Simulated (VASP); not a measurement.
# Fe (Fm-3m) in VASP: a series of runs

The runs below take Fe through single point, with PBE.

All numbers are computed with VASP 6.6.1; they aren't measurements. Logs are shortened: lines on timing, memory, paths and dates and some standing lists are left out, and cuts for length are marked.

### 1 The cell of the first run

It takes space group Fm-3m (No. 225, cubic). Conventional cell: a = 3.380 Å, b = 3.380 Å, c = 3.380 Å, α = 90.00°, β = 90.00°, γ = 90.00°. Fe (site symmetry m-3m) has 12 Fe at 2.39 Å within 3.2 Å.

### 2 Single point, PBE

INCAR

```
SYSTEM = Fe
PREC = Accurate
ENCUT = 520
EDIFF = 1E-6
ISMEAR = -1
SIGMA = 0.06122561905347299
LREAL = .FALSE.
LASPH = .TRUE.
NELM = 80
ALGO = Normal
ISIF = 2
LWAVE = .FALSE.
LCHARG = .FALSE.
GGA = PE
NBANDS = 10
```

KPOINTS

```
Automatic mesh
0
G
  27 27 27
  0 0 0
```

POSCAR

```
Fe
1.0
    0.0000000000      1.6898301359      1.6898301359
    1.6898301359      0.0000000000      1.6898301359
    1.6898301359      1.6898301359      0.0000000000
Fe
1
Direct
    0.0000000000      0.0000000000      0.0000000000
```

Potentials or basis: VASP PAW PBE potentials, release 64 (Fe).

Launch:

```bash
cat potpaw_PBE.64/Fe/POTCAR > POTCAR
mpirun -np 1 vasp_std > vasp.out
```

OUTCAR:

```text
SYSTEM = Fe
   PREC = Accurate
   ENCUT = 520
   EDIFF = 1E-6
   ISMEAR = -1
   LREAL = .FALSE.
   LASPH = .TRUE.
   NELM = 80
   ISIF = 2
   GGA = PE

 ion  position               nearest neighbor table
   1  0.000  0.000  0.000-

  LATTYP: Found a face centered cubic cell.
 ALAT       =     3.3796602718

  Lattice vectors:

 A1 = (   0.0000000000,   1.6898301359,   1.6898301359)
 A2 = (   1.6898301359,   0.0000000000,   1.6898301359)
 A3 = (   1.6898301359,   1.6898301359,   0.0000000000)

Analysis of symmetry for initial positions (statically):
=====================================================================
 Subroutine PRICEL returns:
 Original cell was already a primitive cell.

 Routine SETGRP: Setting up the symmetry group for a
 face centered cubic supercell.

 Subroutine GETGRP returns: Found 48 space group operations
 (whereof 48 operations were pure point group operations)
 out of a pool of 48 trial point group operations.

The static configuration has the point symmetry O_h .

Analysis of symmetry for dynamics (positions and initial velocities):
=====================================================================
 Subroutine PRICEL returns:
 Original cell was already a primitive cell.

 Routine SETGRP: Setting up the symmetry group for a
 face centered cubic supercell.

 Subroutine GETGRP returns: Found 48 space group operations
 (whereof 48 operations were pure point group operations)
 out of a pool of 48 trial point group operations.

The dynamic configuration has the point symmetry O_h .

 Subroutine INISYM returns: Found 48 space group operations
 (whereof 48 operations are pure point group operations),
 and found     1 'primitive' translations

----------------------------------------------------------------------------------------

                                     Primitive cell

  volume of cell :       9.6507

  direct lattice vectors                    reciprocal lattice vectors
     0.000000000  1.689830136  1.689830136    -0.295887728  0.295887728  0.295887728
     1.689830136  0.000000000  1.689830136     0.295887728 -0.295887728  0.295887728
     1.689830136  1.689830136  0.000000000     0.295887728  0.295887728 -0.295887728

  length of vectors
     2.389780696  2.389780696  2.389780696     0.512492579  0.512492579  0.512492579

  position of ions in fractional coordinates (direct lattice)
     0.000000000  0.000000000  0.000000000

  ion indices of the primitive-cell ions
   primitive index   ion index
                 1           1

----------------------------------------------------------------------------------------

 KPOINTS: Automatic mesh

Automatic generation of k-mesh.
 Grid dimensions read from file:
 generate k-points for:   27   27   27

 Generating k-lattice:

  Cartesian coordinates                     Fractional coordinates (reciprocal lattice)
    -0.010958805  0.010958805  0.010958805     0.037037037  0.000000000  0.000000000
     0.010958805 -0.010958805  0.010958805     0.000000000  0.037037037  0.000000000
     0.010958805  0.010958805 -0.010958805     0.000000000  0.000000000  0.037037037

  Length of vectors
     0.018981207  0.018981207  0.018981207

  Shift w.r.t. Gamma in fractional coordinates (k-lattice)
     0.000000000  0.000000000  0.000000000

 Subroutine IBZKPT returns following result:
 ===========================================

 Found    560 irreducible k-points:

 Following reciprocal coordinates:
            Coordinates               Weight
  0.000000  0.000000  0.000000      1.000000
  0.037037  0.000000  0.000000      8.000000
  0.074074  0.000000  0.000000      8.000000
  0.111111  0.000000  0.000000      8.000000
  0.148148  0.000000  0.000000      8.000000
  0.185185  0.000000  0.000000      8.000000
[... 16 lines left out ...]
  0.333333  0.037037  0.000000     24.000000
  0.370370  0.037037  0.000000     24.000000
 [... further k-points ...]
   k-points           NKPTS =    560   k-points in BZ     NKDIM =    560   number of bands    NBANDS=     10
   number of dos      NEDOS =    301   number of ions     NIONS =      1
   total plane-waves  NPLWV =   5832
   dimension x,y,z NGX =    18 NGY =   18 NGZ =   18
   dimension x,y,z NGXF=    36 NGYF=   36 NGZF=   36
   ions per type =               1
   NGX,Y,Z   is equivalent  to a cutoff of  12.52, 12.52, 12.52 a.u.
   NGXF,Y,Z  is equivalent  to a cutoff of  25.04, 25.04, 25.04 a.u.
 SYSTEM =  Fe
   PREC   = accura    normal or accurate (medium, high low for compatibility)
   ISTART =      0    job   : 0-new  1-cont  2-samecut
   ICHARG =      2    charge: 1-file 2-atom 10-const
   ISPIN  =      1    spin polarized calculation?
   LNONCOLLINEAR =      F non collinear calculations
   LSORBIT =      F    spin-orbit coupling
   LASPH  =      T    aspherical Exc in radial PAW
   ENCUT  =  520.0 eV  38.22 Ry    6.18 a.u.   4.44  4.44  4.44*2*pi/ulx,y,z
   NELM   =     80;   NELMIN=  2; NELMDL= -5     # of ELM steps
   EDIFF  = 0.1E-05   stopping-criterion for ELM
   LREAL  =      F    real-space projection
   EDIFFG = 0.1E-04   stopping-criterion for IOM
   NSW    =      0    number of steps for IOM
   IBRION =     -1    ionic relax: 0-MD 1-quasi-New 2-CG
   NFREE  =      0    steps in history (QN), initial steepest desc. (CG)
   ISIF   =      2    stress and relaxation
   ISYM   =      2    0-nonsym 1-usesym 2-fastsym
   POTIM  = 0.5000    time-step for ionic-motion
   TEBEG  =    0.0;   TEEND  =   0.0 temperature during run
   PSTRESS=    0.0 pullay stress
   NELECT =       8.0000    total number of electrons
   NUPDOWN=      -1.0000    fix difference up-down
   EMIN   =  10.00;   EMAX   =-10.00  energy-range for DOS
   EFERMI =   0.00;   METHOD = LEGACY
   ISMEAR =    -1;   SIGMA  =   0.06  broadening in eV -4-tet -1-fermi 0-gaus
   EFERMI_NEDOS =   21; number of points for ismear=-14 and -15
   IALGO  =     38    algorithm
   IMIX   =      4    mixing-type and parameters
     AMIX     =   0.40;   BMIX     =  1.00
     AMIX_MAG =   1.60;   BMIX_MAG =  1.00
  volume/ion in A,a.u.               =       9.65        65.13
  Fermi-wavevector in a.u.,A,eV,Ry     =   1.537866  2.906145 32.178204  2.365031
  Thomas-Fermi vector in A             =   2.644315
   LORBIT       =      0    0 simple, 1 ext, 2 COOP (PROOUT), +10 PAW based schemes
   GGA     = PE    functional components
   LHFCALC =     F    Hartree Fock is set to
   AEXX    =    0.0000 exact exchange contribution
   IVDW    =     0    specifies the selected vdW correction
   LEPSILON=     F    determine dielectric tensor
   LRPA    =     F    only Hartree local field effects (RPA)
 non-spin polarized calculation
  energy-cutoff  :      520.00
  volume of cell :        9.65
 maximum number of plane-waves:       272
 NGX is ok and might be reduce to    18
   NGX =  9   NGY =  9   NGZ =  9

 number of electron       7.9999995 magnetization

 Free energy of the ion-electron system (eV)
  ---------------------------------------------------
  ext. energy  EPLUGINS =         0.00000000
  ---------------------------------------------------
  free energy    TOTEN  =        -8.05224923 eV

  energy without entropy =       -8.03226655  energy(sigma->0) =       -8.04225789

 E-fermi :   7.4805     XC(G=0): -14.1137

 val. band max:        7.4802820702   @ k =   0.4074   0.2593   0.1111
 cond. band min:       7.4807330715   @ k =   0.3704   0.2963   0.0741
 fundamental gap:      0.0004510013
 Fermi energy:         7.4804580096

 k-point     1 :       0.0000    0.0000    0.0000
  band No.  band energies     occupation
      1      -1.6896      2.00000
      2       5.7085      2.00000
      3       5.7085      2.00000
      4       5.7085      2.00000
      5       7.4027      1.56131
      6       7.4027      1.56131
      7      31.3035      0.00000
      8      37.2417      0.00000
      9      37.2417      0.00000
     10      37.2417      0.00000

 k-point     2 :       0.0370    0.0000    0.0000
  band No.  band energies     occupation
      1      -1.6280      2.00000
      2       5.6840      2.00000
      3       5.7275      2.00000
      4       5.7275      2.00000
      5       7.3931      1.61303
      6       7.3931      1.61303
      7      31.2646      0.00000
      8      36.4043      0.00000
      9      37.1851      0.00000
     10      37.1851      0.00000

 k-point     3 :       0.0741    0.0000    0.0000
  band No.  band energies     occupation
      1      -1.4447      2.00000
      2       5.6137      2.00000
      3       5.7813      2.00000
      4       5.7813      2.00000
      5       7.3674      1.72738
      6       7.3674      1.72738
      7      31.0782      0.00000
      8      34.8872      0.00000
      9      37.0362      0.00000
     10      37.0362      0.00000

 k-point     4 :       0.1111    0.0000    0.0000
  band No.  band energies     occupation
      1      -1.1457      2.00000
      2       5.5075      2.00000
      3       5.8595      2.00000
      4       5.8595      2.00000
      5       7.3367      1.82551
      6       7.3367      1.82551
      7      30.4938      0.00000
      8      33.5872      0.00000
      9      36.8385      0.00000
     10      36.8385      0.00000
[... 222 lines left out ...]
 k-point    22 :       0.2963    0.0370    0.0000
  band No.  band energies     occupation
      1       1.2755      2.00000
      2       5.1717      2.00000
      3       5.9271      2.00000
      4       5.9829      2.00000
      5       7.6189      0.18864
      6       7.8470      0.00501
      7      23.0727      0.00000
      8      31.2404      0.00000
      9      34.7170      0.00000
     10      37.4858      0.00000

 k-point    23 :       0.3333    0.0370    0.0000
  band No.  band energies     occupation
      1       1.7288      2.00000
      2       5.3995      2.00000
      3       5.8350      2.00000
      4       5.9059      2.00000
      5       7.8673      0.00360
      6       8.0440      0.00020
      7      21.4231      0.00000
      8      30.8371      0.00000
      9      34.5944      0.00000
     10      37.2490      0.00000

 k-point    24 :       0.3704    0.0370    0.0000
  band No.  band energies     occupation
      1       2.0400      2.00000
      2       5.7240      2.00000
      3       5.8225      2.00000
      4       5.8321      2.00000
      5       8.1310      0.00005
      6       8.2344      0.00001
      7      19.8819      0.00000
      8      30.4632      0.00000
      9      34.5342      0.00000
     10      36.8230      0.00000

 [... further k-points ...]
[... 5 lines left out ...]
  --------------------------------------------------------------------------------------
  -------------------------------------------------------------------------------------
  Total        1.1638482      1.1638482      1.1638482      0.0000000     -0.0000000      0.0000000
  in kB      193.2180879    193.2180879    193.2180879      0.0000000     -0.0000000      0.0000000
  external PRESSURE =     193.2180879 kB  Pullay stress =       0.0000000 kB

 VOLUME and BASIS-vectors are now :
 -----------------------------------------------------------------------------
  energy-cutoff  :      520.00
  volume of cell :        9.65
      direct lattice vectors                 reciprocal lattice vectors
     0.000000000  1.689830136  1.689830136    -0.295887728  0.295887728  0.295887728
     1.689830136  0.000000000  1.689830136     0.295887728 -0.295887728  0.295887728
     1.689830136  1.689830136  0.000000000     0.295887728  0.295887728 -0.295887728

 POSITION                                       TOTAL-FORCE (eV/Angst)
 -----------------------------------------------------------------------------------
      0.00000      0.00000      0.00000         0.000000      0.000000      0.000000
 -----------------------------------------------------------------------------------
    total drift:                               -0.000000     -0.000000     -0.000000

  FREE ENERGIE OF THE ION-ELECTRON SYSTEM (eV)
  ---------------------------------------------------
  free  energy   TOTEN  =        -8.0522492277 eV

  energy  without entropy=       -8.0322665460  energy(sigma->0) =       -8.04225789
```

Run time: 75 s. Hardware: 1 thread of Intel Xeon 6975P-C, shared host; peak memory 0.17 GiB.

Results:

```yaml
Free_energy: -8.0522 eV
Pressure: 19.3 GPa
Band_gap_on_the_k_mesh: zero (band 4 reaches 8.85 eV, above the bottom of band 5 at 6.60 eV)
```

Caveat: the run has no spin polarisation, though such a crystal can be magnetic. Spin polarisation is off, so any magnetic state and its effect on volume and gap are missing.

### 3 Single point, PBE

This run uses another cell than the first one, of 9.86 Å³/atom, 1.021 times its volume.

INCAR

```
SYSTEM = Fe
ALGO = Normal ; EDIFF = 1E-7
ENCUT = 520 ; GGA = PE
ISIF = 2 ; ISMEAR = -1
LASPH = .True. ; LCHARG = .True.
LELF = .True. ; LREAL = .False.
LVHAR = .True. ; LWAVE = .False.
NBANDS = 10 ; NELM = 80
PREC = Accurate ; SIGMA = 0.06122561905347299
```

KPOINTS

```
k-points
0
Gamma
  27 27 27
  0 0 0
```

POSCAR

```
Fe
1.0
    0.0000000000      1.7017307402      1.7017307402
    1.7017307402      0.0000000000      1.7017307402
    1.7017307402      1.7017307402      0.0000000000
Fe
1
Direct
    0.0000000000      0.0000000000      0.0000000000
```

Potentials or basis: VASP PAW PBE potentials, release 64 (Fe).

Launch:

```bash
cat potpaw_PBE.64/Fe/POTCAR > POTCAR
mpirun -np 1 vasp_std > vasp.out
```

OUTCAR:

```text
SYSTEM = Fe
   EDIFF = 1E-7
   ENCUT = 520
   GGA = PE
   ISIF = 2
   ISMEAR = -1
   LASPH = .True.
   LREAL = .False.
   NELM = 80
   PREC = Accurate

 ion  position               nearest neighbor table
   1  0.000  0.000  0.000-

  LATTYP: Found a face centered cubic cell.
 ALAT       =     3.4034614804

  Lattice vectors:

 A1 = (   0.0000000000,   1.7017307402,   1.7017307402)
 A2 = (   1.7017307402,   0.0000000000,   1.7017307402)
 A3 = (   1.7017307402,   1.7017307402,   0.0000000000)

Analysis of symmetry for initial positions (statically):
=====================================================================
 Subroutine PRICEL returns:
 Original cell was already a primitive cell.

 Routine SETGRP: Setting up the symmetry group for a
 face centered cubic supercell.

 Subroutine GETGRP returns: Found 48 space group operations
 (whereof 48 operations were pure point group operations)
 out of a pool of 48 trial point group operations.

The static configuration has the point symmetry O_h .

Analysis of symmetry for dynamics (positions and initial velocities):
[... 161 lines left out ...]
 fundamental gap:      0.0006271571
 Fermi energy:         7.2311786507

 k-point     1 :       0.0000    0.0000    0.0000
  band No.  band energies     occupation
      1      -1.8170      2.00000
      2       5.5133      2.00000
      3       5.5133      2.00000
      4       5.5133      2.00000
      5       7.1550      1.55271
      6       7.1550      1.55271
      7      30.8777      0.00000
      8      36.6601      0.00000
      9      36.6601      0.00000
     10      36.6601      0.00000
[... 287 lines left out ...]
 k-point    24 :       0.3704    0.0370    0.0000
  band No.  band energies     occupation
      1       1.8974      2.00000
      2       5.5263      2.00000
      3       5.6190      2.00000
      4       5.6250      2.00000
      5       7.8616      0.00007
      6       7.9616      0.00001
      7      19.3930      0.00000
      8      30.0287      0.00000
      9      33.8886      0.00000
     10      36.1403      0.00000

 [... further k-points ...]

------------------------ aborting loop because EDIFF is reached ----------------------------------------

  FORCE on cell =-STRESS in cart. coord.  units (eV):
  Direction    XX          YY          ZZ          XY          YZ          ZX
  --------------------------------------------------------------------------------------
  -------------------------------------------------------------------------------------
  Total        0.7295760      0.7295760      0.7295760      0.0000000      0.0000000      0.0000000
  in kB      118.5983282    118.5983282    118.5983282      0.0000000      0.0000000      0.0000000
  external PRESSURE =     118.5983282 kB  Pullay stress =       0.0000000 kB

 VOLUME and BASIS-vectors are now :
 -----------------------------------------------------------------------------
  energy-cutoff  :      520.00
  volume of cell :        9.86
      direct lattice vectors                 reciprocal lattice vectors
     0.000000000  1.701730740  1.701730740    -0.293818516  0.293818516  0.293818516
     1.701730740  0.000000000  1.701730740     0.293818516 -0.293818516  0.293818516
     1.701730740  1.701730740  0.000000000     0.293818516  0.293818516 -0.293818516

 POSITION                                       TOTAL-FORCE (eV/Angst)
 -----------------------------------------------------------------------------------
      0.00000      0.00000      0.00000        -0.000000     -0.000000      0.000000
 -----------------------------------------------------------------------------------
    total drift:                                0.000000      0.000000      0.000000

  FREE ENERGIE OF THE ION-ELECTRON SYSTEM (eV)
  ---------------------------------------------------
  free  energy   TOTEN  =        -8.0721181213 eV

  energy  without entropy=       -8.0515259599  energy(sigma->0) =       -8.06182204
```

OSZICAR:

```text
N       E                     dE             d eps       ncg     rms          rms(c)
DAV:   1     0.165623279224E+02    0.16562E+02   -0.44210E+03 12048   0.108E+03
DAV:   2    -0.906201619179E+01   -0.25624E+02   -0.24100E+02 11386   0.133E+02
DAV:   3    -0.959790447853E+01   -0.53589E+00   -0.53261E+00 12436   0.241E+01
DAV:   4    -0.959982910249E+01   -0.19246E-02   -0.19244E-02 12014   0.132E+00
DAV:   5    -0.959984180997E+01   -0.12707E-04   -0.12708E-04 11990   0.105E-01    0.126E+01
DAV:   6    -0.817820700118E+01    0.14216E+01   -0.11778E+01 12198   0.543E+01    0.153E+00
DAV:   7    -0.809242377907E+01    0.85783E-01   -0.50954E-01 12370   0.112E+01    0.790E-01
DAV:   8    -0.807717965100E+01    0.15244E-01   -0.82033E-03 16434   0.850E-01    0.338E-01
DAV:   9    -0.807213444887E+01    0.50452E-02   -0.32842E-03 13778   0.367E-01    0.547E-02
DAV:  10    -0.807211909545E+01    0.15353E-04   -0.33502E-05 14922   0.735E-02    0.155E-02
DAV:  11    -0.807211784866E+01    0.12468E-05   -0.11797E-06 12000   0.107E-02    0.112E-03
DAV:  12    -0.807211797728E+01   -0.12861E-06   -0.52095E-09  6744   0.784E-04    0.634E-04
DAV:  13    -0.807211812355E+01   -0.14628E-06   -0.32510E-09  5760   0.446E-04    0.406E-05
DAV:  14    -0.807211812127E+01    0.22826E-08   -0.13511E-10  5718   0.174E-04
   1 F= -.80721181E+01 E0= -.80618220E+01  d E =-.205922E-01
```

Wall time 87 s (1 thread of Intel Xeon 6975P-C, shared host); peak memory 0.17 GiB.

Results:

```yaml
Free_energy: -8.0721 eV
Pressure: 11.9 GPa
Band_gap_on_the_k_mesh: zero (band 4 reaches 8.56 eV, above the bottom of band 5 at 6.38 eV)
```

Caveat: the run has no spin polarisation, though such a crystal can be magnetic.

### 4 Single point, PBE

This run uses another cell than the first one, of 10.06 Å³/atom, 1.043 times its volume.

INCAR

```
PREC = Accurate
ENCUT = 520
EDIFF = 1E-6
ISMEAR = -1
SIGMA = 0.06122561905347299
LREAL = F
LASPH = T
NELM = 80
ALGO = Normal
ISIF = 2
LWAVE = F
LCHARG = F
GGA = PE
NBANDS = 10
```

KPOINTS

```
regular mesh
0
Gamma
  27 27 27
```

POSCAR

```
Fe
1.0
    0.0000000000      1.7134671852      1.7134671852
    1.7134671852      0.0000000000      1.7134671852
    1.7134671852      1.7134671852      0.0000000000
Fe
1
Direct
    0.0000000000      0.0000000000      0.0000000000
```

Launch:

```bash
cat potpaw_PBE.64/Fe/POTCAR > POTCAR
mpirun -np 1 vasp_std > vasp.out
```

It took 79 s on 1 thread of Intel Xeon 6975P-C, shared host; peak memory 0.17 GiB.

It converged, with:

```yaml
Free_energy: -8.0830 eV
Pressure: 5.2 GPa
Band_gap_on_the_k_mesh: zero (band 4 reaches 8.28 eV, above the bottom of band 5 at 6.17 eV)
```

Levels at points of the mesh, in eV from the Fermi level:
| k point | band 2 | band 3 | band 4 | band 5 | band 6 | band 7 |
| --- | --- | --- | --- | --- | --- | --- |
| (0.00, 0.00, 0.00) | -1.67 | -1.67 | -1.67 | -0.07 | -0.07 | 23.47 |

Caveat: the run has no spin polarisation, though such a crystal can be magnetic. Spin polarisation is off, so any magnetic state and its effect on volume and gap are missing.

(Part 1 of 2 ends here.)
